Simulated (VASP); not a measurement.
# Li (Im-3m) in VASP: single point with PBE+D3(BJ)

Aim: the single point of Li with PBE+D3(BJ).

All numbers are computed with VASP 6.6.1; they aren't measurements. Logs are shortened: lines on timing, memory, paths and dates and some standing lists are left out, and cuts for length are marked.

### Step 1. The cell of the first run

The structure is cubic, space group Im-3m (No. 229). Conventional cell: a = 3.500 Å, b = 3.500 Å, c = 3.500 Å, α = 90.00°, β = 90.00°, γ = 90.00°. Within 4.0 Å of Li (site symmetry m-3m) lie 14 Li at 3.03 to 3.50 Å.

### Step 2. Single point, PBE+D3(BJ)

INCAR

```
PREC = Accurate
ENCUT = 750
EDIFF = 1E-6
ISMEAR = 0
SIGMA = 0.1
LREAL = False
LASPH = True
NELM = 120
ALGO = Normal
ISIF = 2
LWAVE = False
LCHARG = False
GGA = PE
IVDW = 12
NBANDS = 8
GGA_COMPAT = False
```

KPOINTS

```
Automatic mesh
0
Gamma
  8 8 8
```

POSCAR

```
Li
1.0
   -1.7500000000      1.7500000000      1.7500000000
    1.7500000000     -1.7500000000      1.7500000000
    1.7500000000      1.7500000000     -1.7500000000
Li
1
Direct
    0.0000000000      0.0000000000      0.0000000000
```

Potentials or basis: VASP PAW PBE potentials, release 64 (Li_sv).

On the command line:

```console
> cat potpaw_PBE.64/Li_sv/POTCAR > POTCAR
> mpirun -np 1 vasp_std > vasp.out
```

OUTCAR:

```text
PREC = Accurate
   ENCUT = 750
   EDIFF = 1E-6
   ISMEAR = 0
   LREAL = False
   LASPH = True
   NELM = 120
   ISIF = 2
   GGA = PE
   IVDW = 12
 IVDW          = 12

 ion  position               nearest neighbor table
   1  0.000  0.000  0.000-

  LATTYP: Found a body centered cubic cell.
 ALAT       =     3.5000000000

  Lattice vectors:

 A1 = (  -1.7500000000,   1.7500000000,   1.7500000000)
 A2 = (   1.7500000000,  -1.7500000000,   1.7500000000)
 A3 = (   1.7500000000,   1.7500000000,  -1.7500000000)

Analysis of symmetry for initial positions (statically):
=====================================================================
 Subroutine PRICEL returns:
 Original cell was already a primitive cell.

 Routine SETGRP: Setting up the symmetry group for a
 body centered cubic supercell.

 Subroutine GETGRP returns: Found 48 space group operations
 (whereof 48 operations were pure point group operations)
 out of a pool of 48 trial point group operations.

The static configuration has the point symmetry O_h .

Analysis of symmetry for dynamics (positions and initial velocities):
=====================================================================
 Subroutine PRICEL returns:
 Original cell was already a primitive cell.

 Routine SETGRP: Setting up the symmetry group for a
 body centered cubic supercell.

 Subroutine GETGRP returns: Found 48 space group operations
 (whereof 48 operations were pure point group operations)
 out of a pool of 48 trial point group operations.

The dynamic configuration has the point symmetry O_h .

 Subroutine INISYM returns: Found 48 space group operations
 (whereof 48 operations are pure point group operations),
 and found     1 'primitive' translations

----------------------------------------------------------------------------------------

                                     Primitive cell

  volume of cell :      21.4375

  direct lattice vectors                    reciprocal lattice vectors
    -1.750000000  1.750000000  1.750000000     0.000000000  0.285714286  0.285714286
     1.750000000 -1.750000000  1.750000000     0.285714286  0.000000000  0.285714286
     1.750000000  1.750000000 -1.750000000     0.285714286  0.285714286  0.000000000

  length of vectors
     3.031088913  3.031088913  3.031088913     0.404061018  0.404061018  0.404061018

  position of ions in fractional coordinates (direct lattice)
     0.000000000  0.000000000  0.000000000

  ion indices of the primitive-cell ions
   primitive index   ion index
                 1           1

----------------------------------------------------------------------------------------

 KPOINTS: Automatic mesh

Automatic generation of k-mesh.
 Grid dimensions read from file:
 generate k-points for:    8    8    8

 Generating k-lattice:

  Cartesian coordinates                     Fractional coordinates (reciprocal lattice)
     0.000000000  0.035714286  0.035714286     0.125000000  0.000000000  0.000000000
     0.035714286  0.000000000  0.035714286     0.000000000  0.125000000  0.000000000
     0.035714286  0.035714286  0.000000000     0.000000000  0.000000000  0.125000000

  Length of vectors
     0.050507627  0.050507627  0.050507627

  Shift w.r.t. Gamma in fractional coordinates (k-lattice)
     0.000000000  0.000000000  0.000000000

 Subroutine IBZKPT returns following result:
 ===========================================

 Found     29 irreducible k-points:

 Following reciprocal coordinates:
            Coordinates               Weight
  0.000000  0.000000  0.000000      1.000000
  0.125000  0.000000  0.000000     12.000000
  0.250000  0.000000  0.000000     12.000000
  0.375000  0.000000  0.000000     12.000000
  0.500000  0.000000  0.000000      6.000000
  0.125000  0.125000  0.000000     24.000000
[... 16 lines left out ...]
 -0.250000  0.250000  0.250000      6.000000
 -0.375000  0.375000  0.250000     24.000000
 [... further k-points ...]
   k-points           NKPTS =     29   k-points in BZ     NKDIM =     29   number of bands    NBANDS=      8
   number of dos      NEDOS =    301   number of ions     NIONS =      1
   total plane-waves  NPLWV =  21952
   dimension x,y,z NGX =    28 NGY =   28 NGZ =   28
   dimension x,y,z NGXF=    56 NGYF=   56 NGZF=   56
   ions per type =               1
   NGX,Y,Z   is equivalent  to a cutoff of  15.36, 15.36, 15.36 a.u.
   NGXF,Y,Z  is equivalent  to a cutoff of  30.71, 30.71, 30.71 a.u.
 SYSTEM =  unknown system
   PREC   = accura    normal or accurate (medium, high low for compatibility)
   ISTART =      0    job   : 0-new  1-cont  2-samecut
   ICHARG =      2    charge: 1-file 2-atom 10-const
   ISPIN  =      1    spin polarized calculation?
   LNONCOLLINEAR =      F non collinear calculations
   LSORBIT =      F    spin-orbit coupling
   LASPH  =      T    aspherical Exc in radial PAW
   ENCUT  =  750.0 eV  55.12 Ry    7.42 a.u.   6.77  6.77  6.77*2*pi/ulx,y,z
   NELM   =    120;   NELMIN=  2; NELMDL= -5     # of ELM steps
   EDIFF  = 0.1E-05   stopping-criterion for ELM
   LREAL  =      F    real-space projection
   EDIFFG = 0.1E-04   stopping-criterion for IOM
   NSW    =      0    number of steps for IOM
   IBRION =     -1    ionic relax: 0-MD 1-quasi-New 2-CG
   NFREE  =      0    steps in history (QN), initial steepest desc. (CG)
   ISIF   =      2    stress and relaxation
   ISYM   =      2    0-nonsym 1-usesym 2-fastsym
   POTIM  = 0.5000    time-step for ionic-motion
   TEBEG  =    0.0;   TEEND  =   0.0 temperature during run
   PSTRESS=    0.0 pullay stress
   NELECT =       3.0000    total number of electrons
   NUPDOWN=      -1.0000    fix difference up-down
   EMIN   =  10.00;   EMAX   =-10.00  energy-range for DOS
   EFERMI =   0.00;   METHOD = LEGACY
   ISMEAR =     0;   SIGMA  =   0.10  broadening in eV -4-tet -1-fermi 0-gaus
   EFERMI_NEDOS =   21; number of points for ismear=-14 and -15
   IALGO  =     38    algorithm
   IMIX   =      4    mixing-type and parameters
     AMIX     =   0.40;   BMIX     =  1.00
     AMIX_MAG =   1.60;   BMIX_MAG =  1.00
  volume/ion in A,a.u.               =      21.44       144.67
  Fermi-wavevector in a.u.,A,eV,Ry     =   0.849944  1.606162  9.828924  0.722406
  Thomas-Fermi vector in A             =   1.965845
   LORBIT       =      0    0 simple, 1 ext, 2 COOP (PROOUT), +10 PAW based schemes
   GGA     = PE    functional components
   LHFCALC =     F    Hartree Fock is set to
   AEXX    =    0.0000 exact exchange contribution
   IVDW    =    12    specifies the selected vdW correction
   LEPSILON=     F    determine dielectric tensor
   LRPA    =     F    only Hartree local field effects (RPA)
 non-spin polarized calculation
 Gauss-broadening in eV      SIGMA  =   0.10
  energy-cutoff  :      750.00
  volume of cell :       21.44
 maximum number of plane-waves:      1048
   NGX = 13   NGY = 13   NGZ = 13

 number of electron       3.0000000 magnetization

 Free energy of the ion-electron system (eV)
  ---------------------------------------------------
  ext. energy  EPLUGINS =         0.00000000
  ---------------------------------------------------
  free energy    TOTEN  =        -1.89268663 eV

  energy without entropy =       -1.88732199  energy(sigma->0) =       -1.89000431

 E-fermi :   0.5124     XC(G=0):  -6.9094

 val. band max:        0.4360909227   @ k =   0.2500   0.2500   0.0000
 cond. band min:       0.5680566222   @ k =   0.3750   0.1250   0.0000
 fundamental gap:      0.1319656995
 Fermi energy:         0.5124370467

 k-point     1 :       0.0000    0.0000    0.0000
  band No.  band energies     occupation
      1     -46.1469      2.00000
      2      -3.0238      2.00000
      3      14.5026      0.00000
      4      14.5027      0.00000
      5      14.5027      0.00000
      6      19.1604      0.00000
      7      19.1604      0.00000
      8      19.1604      0.00000

 k-point     2 :       0.1250    0.0000    0.0000
  band No.  band energies     occupation
      1     -46.1447      2.00000
      2      -2.7342      2.00000
      3      12.6218      0.00000
      4      13.3770      0.00000
      5      14.0327      0.00000
      6      17.0435      0.00000
      7      17.0462      0.00000
      8      19.0164      0.00000

 k-point     3 :       0.2500    0.0000    0.0000
  band No.  band energies     occupation
      1     -46.1392      2.00000
      2      -1.8640      2.00000
      3       8.8305      0.00000
      4      11.8199      0.00000
      5      13.0100      0.00000
      6      15.1593      0.00000
      7      16.5381      0.00000
      8      19.4425      0.00000

 k-point     4 :       0.3750    0.0000    0.0000
  band No.  band energies     occupation
      1     -46.1338      2.00000
      2      -0.4638      2.00000
      3       5.4207      0.00000
      4      10.7908      0.00000
      5      12.1747      0.00000
      6      14.0174      0.00000
      7      16.7059      0.00000
      8      20.9120      0.00000

 k-point     5 :       0.5000    0.0000    0.0000
  band No.  band energies     occupation
      1     -46.1315      2.00000
      2       0.7297      0.00213
      3       3.5385      0.00000
      4      10.4394      0.00000
      5      11.8715      0.00000
      6      13.6360      0.00000
      7      16.8744      0.00000
      8      22.2377      0.00000
[... 177 lines left out ...]
 k-point    22 :       0.2500    0.2500    0.2500
  band No.  band energies     occupation
      1     -46.1304      2.00000
      2       3.7506      0.00000
      3       3.7506      0.00000
      4       3.7506      0.00000
      5       8.4080      0.00000
      6      23.1845      0.00000
      7      23.1846      0.00000
      8      23.1846      0.00000

 k-point    23 :      -0.2500    0.2500    0.2500
  band No.  band energies     occupation
      1     -46.1327      2.00000
      2      -0.6621      2.00000
      3       8.6986      0.00000
      4       8.6986      0.00000
      5      11.0690      0.00000
      6      12.6067      0.00000
      7      20.5347      0.00000
      8      20.5347      0.00000

 k-point    24 :      -0.3750    0.3750    0.2500
  band No.  band energies     occupation
      1     -46.1281      2.00000
      2       0.8116      0.00002
      3       6.1532      0.00000
      4       7.6169      0.00000
      5      10.9144      0.00000
      6      12.7848      0.00000
      7      17.1137      0.00000
      8      20.1375      0.00000

 [... further k-points ...]

------------------------ aborting loop because EDIFF is reached ----------------------------------------

 Edisp (eV)   -0.16005

 E8    (eV) :    -0.0668

  FORCE on cell =-STRESS in cart. coord.  units (eV):
  Direction    XX          YY          ZZ          XY          YZ          ZX
  --------------------------------------------------------------------------------------
  -------------------------------------------------------------------------------------
  Total      -0.26141    -0.26141    -0.26141     0.00000    -0.00000     0.00000
  in kB     -19.53686   -19.53686   -19.53686     0.00000    -0.00000     0.00000
  external pressure =      -19.54 kB  Pullay stress =        0.00 kB

 VOLUME and BASIS-vectors are now :
 -----------------------------------------------------------------------------
  energy-cutoff  :      750.00
  volume of cell :       21.44
      direct lattice vectors                 reciprocal lattice vectors
    -1.750000000  1.750000000  1.750000000     0.000000000  0.285714286  0.285714286
     1.750000000 -1.750000000  1.750000000     0.285714286  0.000000000  0.285714286
     1.750000000  1.750000000 -1.750000000     0.285714286  0.285714286  0.000000000

 POSITION                                       TOTAL-FORCE (eV/Angst)
 -----------------------------------------------------------------------------------
      0.00000      0.00000      0.00000        -0.000000      0.000000      0.000000
 -----------------------------------------------------------------------------------
    total drift:                               -0.000000     -0.000000     -0.000000

  FREE ENERGIE OF THE ION-ELECTRON SYSTEM (eV)
  ---------------------------------------------------
  free  energy   TOTEN  =        -2.0527360155 eV

  energy  without entropy=       -2.0473713748  energy(sigma->0) =       -2.05005370
```

It took 11 s on 1 thread of Intel Xeon 8259CL, shared host; peak memory 0.15 GiB.

Results:

```
Free energy                : -2.0527 eV
Pressure                   : -2.0 GPa
Dispersion energy per atom : -0.160 eV
```

Levels at points of the mesh, in eV from the Fermi level:
| k point | band 1 | band 2 | band 3 | band 4 | band 5 |
| --- | --- | --- | --- | --- | --- |
| (0.00, 0.00, 0.00) | -46.66 | -3.54 | 13.99 | 13.99 | 13.99 |
| (0.50, 0.00, 0.00) | -46.64 | 0.22 | 3.03 | 9.93 | 11.36 |
| (0.50, 0.50, 0.50) | -46.63 | 5.28 | 5.28 | 5.28 | 7.49 |

Caveat: pairwise dispersion overbinds metals, which lowers pressure and volume.
